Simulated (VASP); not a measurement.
# C (P6_3/mmc) in VASP: further runs

C is run at these levels: PBE; tasks: single point.

Everything below comes from runs of VASP 6.6.1. Logs are shortened: lines on timing, memory, paths and dates and some standing lists are left out, and cuts for length are marked.

## (1) The cell of the first run

The structure is hexagonal, space group P6_3/mmc (No. 194). Conventional cell: a = 2.294 Å, b = 2.294 Å, c = 4.224 Å, α = 90.00°, β = 90.00°, γ = 120.00°. Within 1.8 Å of C (site symmetry -6m2) lie 3 C at 1.32 Å. C (site symmetry -6m2) has 3 C at 1.32 Å within 1.8 Å.

## (2) Single point, PBE

Contents of INCAR:

```
PREC = Accurate
ENCUT = 600
EDIFF = 1E-6
ISMEAR = -1
SIGMA = 0.1
LREAL = False
LASPH = True
NELM = 120
ALGO = Normal
ISIF = 2
LWAVE = False
LCHARG = False
GGA = PE
NBANDS = 16
GGA_COMPAT = False
```

Contents of KPOINTS:

```
regular mesh
0
Gamma
  15 15 5
```

Contents of POSCAR:

```
C
1.0
    2.2936830918      0.0000000000      0.0000000000
   -1.1468415459      1.9863878257      0.0000000000
    0.0000000000      0.0000000000      4.2242036101
C
4
Direct
    0.0000000000      0.0000000000      0.2500000000
    0.0000000000      0.0000000000      0.7500000000
    0.3333333333      0.6666666667      0.2500000000
    0.6666666667      0.3333333333      0.7500000000
```

Potentials or basis: VASP PAW PBE potentials, release 64 (C).

On the command line:

```bash
> cat potpaw_PBE.64/C/POTCAR > POTCAR
> mpirun -np 1 vasp_std > vasp.out
```

OUTCAR:

```text
PREC = Accurate
   ENCUT = 600
   EDIFF = 1E-6
   ISMEAR = -1
   LREAL = False
   LASPH = True
   NELM = 120
   ISIF = 2
   GGA = PE

 ion  position               nearest neighbor table
   1  0.000  0.000  0.250-   3 1.32   3 1.32   3 1.32
   2  0.000  0.000  0.750-   4 1.32   4 1.32   4 1.32
   3  0.333  0.667  0.250-   1 1.32   1 1.32   1 1.32
   4  0.667  0.333  0.750-   2 1.32   2 1.32   2 1.32

  LATTYP: Found a hexagonal cell.
 ALAT       =     2.2936830918
 C/A-ratio  =     1.8416683740

  Lattice vectors:

 A1 = (   2.2936830918,   0.0000000000,   0.0000000000)
 A2 = (  -1.1468415459,   1.9863878257,   0.0000000000)
 A3 = (   0.0000000000,   0.0000000000,   4.2242036101)

Analysis of symmetry for initial positions (statically):
=====================================================================
 Subroutine PRICEL returns:
 Original cell was already a primitive cell.

 Routine SETGRP: Setting up the symmetry group for a
 hexagonal supercell.

 Subroutine GETGRP returns: Found 24 space group operations
 (whereof 12 operations were pure point group operations)
 out of a pool of 24 trial point group operations.

The static configuration has the point symmetry D_3d.
 The point group associated with its full space group is D_6h.

Analysis of symmetry for dynamics (positions and initial velocities):
=====================================================================
 Subroutine PRICEL returns:
 Original cell was already a primitive cell.

 Routine SETGRP: Setting up the symmetry group for a
 hexagonal supercell.

 Subroutine GETGRP returns: Found 24 space group operations
 (whereof 12 operations were pure point group operations)
 out of a pool of 24 trial point group operations.

The dynamic configuration has the point symmetry D_3d.
 The point group associated with its full space group is D_6h.

 Subroutine INISYM returns: Found 24 space group operations
 (whereof 12 operations are pure point group operations),
 and found     1 'primitive' translations

----------------------------------------------------------------------------------------

                                     Primitive cell

  volume of cell :      19.2461

[... 89 lines left out ...]
   LASPH  =      T    aspherical Exc in radial PAW
   ENCUT  =  600.0 eV  44.10 Ry    6.64 a.u.   4.58  4.58  8.44*2*pi/ulx,y,z
   NELM   =    120;   NELMIN=  2; NELMDL= -5     # of ELM steps
   EDIFF  = 0.1E-05   stopping-criterion for ELM
   LREAL  =      F    real-space projection
   EDIFFG = 0.1E-04   stopping-criterion for IOM
   NSW    =      0    number of steps for IOM
   IBRION =     -1    ionic relax: 0-MD 1-quasi-New 2-CG
   NFREE  =      0    steps in history (QN), initial steepest desc. (CG)
   ISIF   =      2    stress and relaxation
   ISYM   =      2    0-nonsym 1-usesym 2-fastsym
   POTIM  = 0.5000    time-step for ionic-motion
   TEBEG  =    0.0;   TEEND  =   0.0 temperature during run
   PSTRESS=    0.0 pullay stress
   NELECT =      16.0000    total number of electrons
   NUPDOWN=      -1.0000    fix difference up-down
   EMIN   =  10.00;   EMAX   =-10.00  energy-range for DOS
   EFERMI =   0.00;   METHOD = LEGACY
   ISMEAR =    -1;   SIGMA  =   0.10  broadening in eV -4-tet -1-fermi 0-gaus
   EFERMI_NEDOS =   21; number of points for ismear=-14 and -15
   IALGO  =     38    algorithm
   IMIX   =      4    mixing-type and parameters
     AMIX     =   0.40;   BMIX     =  1.00
     AMIX_MAG =   1.60;   BMIX_MAG =  1.00
  volume/ion in A,a.u.               =       4.81        32.47
  Fermi-wavevector in a.u.,A,eV,Ry     =   1.539338  2.908927 32.239851  2.369562
  Thomas-Fermi vector in A             =   2.645580
   LORBIT       =      0    0 simple, 1 ext, 2 COOP (PROOUT), +10 PAW based schemes
   GGA     = PE    functional components
   LHFCALC =     F    Hartree Fock is set to
   AEXX    =    0.0000 exact exchange contribution
   IVDW    =     0    specifies the selected vdW correction
   LEPSILON=     F    determine dielectric tensor
   LRPA    =     F    only Hartree local field effects (RPA)
 non-spin polarized calculation
  energy-cutoff  :      600.00
  volume of cell :       19.25
 maximum number of plane-waves:       664
   NGX =  9   NGY =  9   NGZ = 17

 number of electron      15.9999997 magnetization

 Free energy of the ion-electron system (eV)
  ---------------------------------------------------
  ext. energy  EPLUGINS =         0.00000000
  ---------------------------------------------------
  free energy    TOTEN  =       -31.73145841 eV

  energy without entropy =      -31.71992688  energy(sigma->0) =      -31.72569265

 E-fermi :  11.9931     XC(G=0): -14.0310

 val. band max:       11.9401474971   @ k =   0.2667   0.2000   0.0000
 cond. band min:      12.0241624648   @ k =   0.2667   0.2667   0.2000
 fundamental gap:      0.0840149677
 Fermi energy:        11.9930985444

 k-point     1 :       0.0000    0.0000    0.0000
  band No.  band energies     occupation
      1     -11.9435      2.00000
      2      -7.4829      2.00000
      3      -1.9647      2.00000
      4       8.4214      2.00000
      5       8.4214      2.00000
      6       9.0796      2.00000
[... 433 lines left out ...]
      3      -1.0099      2.00000
      4      -0.9040      2.00000
      5       0.7316      2.00000
      6       3.0113      2.00000
[... 8 lines left out ...]
     15      28.7861      0.00000
     16      31.8201      0.00000

 [... further k-points ...]

------------------------ aborting loop because EDIFF is reached ----------------------------------------

  FORCE on cell =-STRESS in cart. coord.  units (eV):
  Direction    XX          YY          ZZ          XY          YZ          ZX
  --------------------------------------------------------------------------------------
  -------------------------------------------------------------------------------------
  Total       22.6111784     22.6111784     22.3901394      0.0000000     -0.0000000      0.0000000
  in kB     1882.3114209   1882.3114208   1863.9106032      0.0000000     -0.0000000      0.0000000
  external PRESSURE =    1876.1778150 kB  Pullay stress =       0.0000000 kB

 VOLUME and BASIS-vectors are now :
 -----------------------------------------------------------------------------
  energy-cutoff  :      600.00
  volume of cell :       19.25
      direct lattice vectors                 reciprocal lattice vectors
     2.293683092  0.000000000  0.000000000     0.435980020  0.251713182  0.000000000
    -1.146841546  1.986387826  0.000000000     0.000000000  0.503426364  0.000000000
     0.000000000  0.000000000  4.224203610     0.000000000  0.000000000  0.236731013

 POSITION                                       TOTAL-FORCE (eV/Angst)
 -----------------------------------------------------------------------------------
      0.00000      0.00000      1.05605        -0.000000      0.000000      0.000000
      0.00000      0.00000      3.16815         0.000000     -0.000000     -0.000000
     -0.00000      1.32426      1.05605         0.000000      0.000000     -0.000000
      1.14684      0.66213      3.16815        -0.000000     -0.000000      0.000000
 -----------------------------------------------------------------------------------
    total drift:                                0.000000     -0.000000      0.000000

  FREE ENERGIE OF THE ION-ELECTRON SYSTEM (eV)
  ---------------------------------------------------
  free  energy   TOTEN  =       -31.7314584082 eV

  energy  without entropy=      -31.7199268844  energy(sigma->0) =      -31.72569265
```

OSZICAR:

```text
N       E                     dE             d eps       ncg     rms          rms(c)
DAV:   1     0.284988010531E+02    0.28499E+02   -0.93983E+03  2592   0.111E+03
DAV:   2    -0.333309545977E+02   -0.61830E+02   -0.56433E+02  3608   0.210E+02
DAV:   3    -0.350150382477E+02   -0.16841E+01   -0.16770E+01  3248   0.288E+01
DAV:   4    -0.350204698949E+02   -0.54316E-02   -0.54311E-02  3328   0.200E+00
DAV:   5    -0.350204987470E+02   -0.28852E-04   -0.28852E-04  3200   0.132E-01    0.117E+01
DAV:   6    -0.325131038806E+02    0.25074E+01   -0.15770E+00  3192   0.894E+00    0.687E+00
DAV:   7    -0.317250849315E+02    0.78802E+00   -0.16262E+00  3368   0.941E+00    0.204E+00
DAV:   8    -0.317313349611E+02   -0.62500E-02   -0.61069E-02  2856   0.162E+00    0.115E-01
DAV:   9    -0.317313926795E+02   -0.57718E-04   -0.25674E-04  3488   0.141E-01    0.495E-02
DAV:  10    -0.317314493871E+02   -0.56708E-04   -0.42838E-05  3128   0.540E-02    0.203E-02
DAV:  11    -0.317314582608E+02   -0.88737E-05   -0.55275E-06  3216   0.216E-02    0.232E-03
DAV:  12    -0.317314584082E+02   -0.14739E-06   -0.20732E-07  1832   0.424E-03
   1 F= -.31731458E+02 E0= -.31725693E+02  d E =-.115315E-01
```

Wall time 10 s (1 thread of Intel Xeon 6975P-C (Granite Rapids), shared host); peak memory 0.14 GiB.

Results:

```yaml
Free_energy: -31.7315 eV
Pressure: 187.6 GPa
Band_gap_on_the_k_mesh: zero (band 8 reaches 12.21 eV, above the bottom of band 9 at 10.52 eV)
```

## (3) Single point, PBE (volume scaled by 0.43)

Contents of INCAR:

```
  PREC = Accurate
  ENCUT = 600
  EDIFF = 1E-6
  ISMEAR = -1
  SIGMA = 0.1
  LREAL = False
  LASPH = True
  NELM = 120
  ALGO = Normal
  ISIF = 2
  LWAVE = False
  LCHARG = False
  GGA = PE
  NBANDS = 16
  GGA_COMPAT = False
```

KPOINTS is that of step 2.

Changes to POSCAR since step 2:

```diff
@@ -3,3 +3,3 @@
     2.2936830918      0.0000000000      0.0000000000
-   -1.1468415459      1.9863878257      0.0000000000
+   -1.1468415460      1.9863878257      0.0000000000
     0.0000000000      0.0000000000      4.2242036101
```

Potentials or basis: VASP PAW PBE potentials, release 64 (C).

On the command line:

```bash
> cat potpaw_PBE.64/C/POTCAR > POTCAR
> mpirun -np 1 vasp_std > vasp.out
```

OUTCAR:

```text
PREC = Accurate
   ENCUT = 600
   EDIFF = 1E-6
   ISMEAR = -1
   LREAL = False
   LASPH = True
   NELM = 120
   ISIF = 2
   GGA = PE

 ion  position               nearest neighbor table
   1  0.000  0.000  0.250-   3 1.32   3 1.32   3 1.32
   2  0.000  0.000  0.750-   4 1.32   4 1.32   4 1.32
   3  0.333  0.667  0.250-   1 1.32   1 1.32   1 1.32
   4  0.667  0.333  0.750-   2 1.32   2 1.32   2 1.32

  LATTYP: Found a hexagonal cell.
 ALAT       =     2.2936830918
 C/A-ratio  =     1.8416683740

  Lattice vectors:

 A1 = (   2.2936830918,   0.0000000000,   0.0000000000)
 A2 = (  -1.1468415460,   1.9863878257,   0.0000000000)
 A3 = (   0.0000000000,   0.0000000000,   4.2242036101)

Analysis of symmetry for initial positions (statically):
=====================================================================
 Subroutine PRICEL returns:
 Original cell was already a primitive cell.

 Routine SETGRP: Setting up the symmetry group for a
 hexagonal supercell.

[... 170 lines left out ...]

 E-fermi :  11.9931     XC(G=0): -14.0310

 val. band max:       11.9401474976   @ k =   0.2667   0.2000   0.0000
 cond. band min:      12.0241624651   @ k =   0.2667   0.2667   0.2000
 fundamental gap:      0.0840149675
 Fermi energy:        11.9930985445

 k-point     1 :       0.0000    0.0000    0.0000
  band No.  band energies     occupation
      1     -11.9435      2.00000
      2      -7.4829      2.00000
      3      -1.9647      2.00000
      4       8.4214      2.00000
      5       8.4214      2.00000
      6       9.0796      2.00000
[... 433 lines left out ...]
      3      -1.0099      2.00000
      4      -0.9040      2.00000
      5       0.7316      2.00000
      6       3.0113      2.00000
[... 8 lines left out ...]
     15      28.7861      0.00000
     16      31.8201      0.00000

 [... further k-points ...]

------------------------ aborting loop because EDIFF is reached ----------------------------------------

  FORCE on cell =-STRESS in cart. coord.  units (eV):
  Direction    XX          YY          ZZ          XY          YZ          ZX
  --------------------------------------------------------------------------------------
  -------------------------------------------------------------------------------------
  Total       22.6111784     22.6111784     22.3901394     -0.0000000      0.0000000      0.0000000
  in kB     1882.3114211   1882.3114210   1863.9106029     -0.0000001      0.0000000      0.0000000
  external PRESSURE =    1876.1778150 kB  Pullay stress =       0.0000000 kB

 VOLUME and BASIS-vectors are now :
 -----------------------------------------------------------------------------
  energy-cutoff  :      600.00
  volume of cell :       19.25
      direct lattice vectors                 reciprocal lattice vectors
     2.293683092  0.000000000  0.000000000     0.435980020  0.251713182  0.000000000
    -1.146841546  1.986387826  0.000000000     0.000000000  0.503426364  0.000000000
     0.000000000  0.000000000  4.224203610     0.000000000  0.000000000  0.236731013

 POSITION                                       TOTAL-FORCE (eV/Angst)
 -----------------------------------------------------------------------------------
      0.00000      0.00000      1.05605        -0.000000     -0.000000     -0.000000
      0.00000      0.00000      3.16815         0.000000     -0.000000     -0.000000
     -0.00000      1.32426      1.05605        -0.000000      0.000000      0.000000
      1.14684      0.66213      3.16815        -0.000000      0.000000      0.000000
 -----------------------------------------------------------------------------------
    total drift:                                0.000000     -0.000000      0.000000

  FREE ENERGIE OF THE ION-ELECTRON SYSTEM (eV)
  ---------------------------------------------------
  free  energy   TOTEN  =       -31.7314584077 eV

  energy  without entropy=      -31.7199268840  energy(sigma->0) =      -31.72569265
```

OSZICAR:

```text
N       E                     dE             d eps       ncg     rms          rms(c)
DAV:   1     0.284988010508E+02    0.28499E+02   -0.93983E+03  2592   0.111E+03
DAV:   2    -0.333309545966E+02   -0.61830E+02   -0.56433E+02  3608   0.210E+02
DAV:   3    -0.350150382477E+02   -0.16841E+01   -0.16770E+01  3248   0.288E+01
DAV:   4    -0.350204698933E+02   -0.54316E-02   -0.54311E-02  3328   0.200E+00
DAV:   5    -0.350204987454E+02   -0.28852E-04   -0.28852E-04  3200   0.132E-01    0.117E+01
DAV:   6    -0.325131038799E+02    0.25074E+01   -0.15770E+00  3192   0.894E+00    0.687E+00
DAV:   7    -0.317250849314E+02    0.78802E+00   -0.16262E+00  3368   0.941E+00    0.204E+00
DAV:   8    -0.317313349603E+02   -0.62500E-02   -0.61069E-02  2856   0.162E+00    0.115E-01
DAV:   9    -0.317313926777E+02   -0.57717E-04   -0.25674E-04  3488   0.141E-01    0.495E-02
DAV:  10    -0.317314493880E+02   -0.56710E-04   -0.42838E-05  3128   0.540E-02    0.203E-02
DAV:  11    -0.317314582599E+02   -0.88719E-05   -0.55275E-06  3216   0.216E-02    0.232E-03
DAV:  12    -0.317314584077E+02   -0.14782E-06   -0.20733E-07  1832   0.424E-03
   1 F= -.31731458E+02 E0= -.31725693E+02  d E =-.115315E-01
```

stdout:

```text
POSCAR found type information on POSCAR C
 POSCAR found :  1 types and       4 ions
 scaLAPACK will be used
 LDA part: xc-table for (Slater+PW92), standard interpolation
 POSCAR, INCAR and KPOINTS ok, starting setup
 FFT: planning ... GRIDC
 FFT: planning ... GRID_SOFT
 FFT: planning ... GRID
 WAVECAR not read
 entering main loop
```

Run time: 9.9 s. Hardware: 1 thread of Intel Xeon 6975P-C (Granite Rapids), shared host; peak memory 0.14 GiB.

Results:

```yaml
Free_energy: -31.7315 eV
Pressure: 187.6 GPa
Band_gap_on_the_k_mesh: zero (band 8 reaches 12.21 eV, above the bottom of band 9 at 10.52 eV)
```

Stress tensor (GPa, compression positive):
```
188.23   0.00   0.00
  0.00 188.23   0.00
  0.00   0.00 186.39
```

Caveat: the cell differs from its parent crystal (volume scaled by 0.43).

## (4) Single point, PBE

This run uses another cell than the first one, of 5.59 Å³/atom, 1.163 times its volume.

Contents of INCAR:

```
SYSTEM = C
PREC = Accurate
ENCUT = 600
EDIFF = 1E-6
ISMEAR = -1
SIGMA = 0.1
LREAL = .FALSE.
LASPH = .TRUE.
NELM = 120
ALGO = Normal
ISIF = 2
LWAVE = .FALSE.
LCHARG = .TRUE.
GGA = PE
LELF = .TRUE.
LVHAR = .TRUE.
NBANDS = 16
GGA_COMPAT = .FALSE.
```

Contents of KPOINTS:

```
Automatic mesh
0
G
  15 15 5
  0 0 0
```

Contents of POSCAR:

```
C
1.0
    2.3547412895      0.0000000000      0.0000000000
   -1.1773706447      2.0392657760      0.0000000000
    0.0000000000      0.0000000000      4.6604389182
C
4
Direct
    0.0000000000      0.0000000000      0.2500000000
    0.0000000000      0.0000000000      0.7500000000
    0.3333333333      0.6666666667      0.2500000000
    0.6666666667      0.3333333333      0.7500000000
```

On the command line:

```bash
> cat potpaw_PBE.64/C/POTCAR > POTCAR
> mpirun -np 1 vasp_std > vasp.out
```

Wall time 13 s (1 thread of Intel Xeon 6975P-C (Granite Rapids), shared host); peak memory 0.15 GiB.

The run converged. Its results:

```yaml
Free_energy: -34.4169 eV
Pressure: 95.7 GPa
Band_gap_on_the_k_mesh: zero (band 8 reaches 9.82 eV, above the bottom of band 9 at 8.93 eV)
```

Stress tensor (GPa, compression positive):
```
96.02  0.00  0.00
 0.00 96.02  0.00
 0.00  0.00 95.13
```

Levels at points of the mesh, in eV from the Fermi level:
| k point | band 6 | band 7 | band 8 | band 9 | band 10 | band 11 |
| --- | --- | --- | --- | --- | --- | --- |
| (0.00, 0.00, 0.00) | -3.19 | -2.82 | -2.82 | 8.85 | 8.85 | 9.49 |

(Part 1 of 2 ends here.)
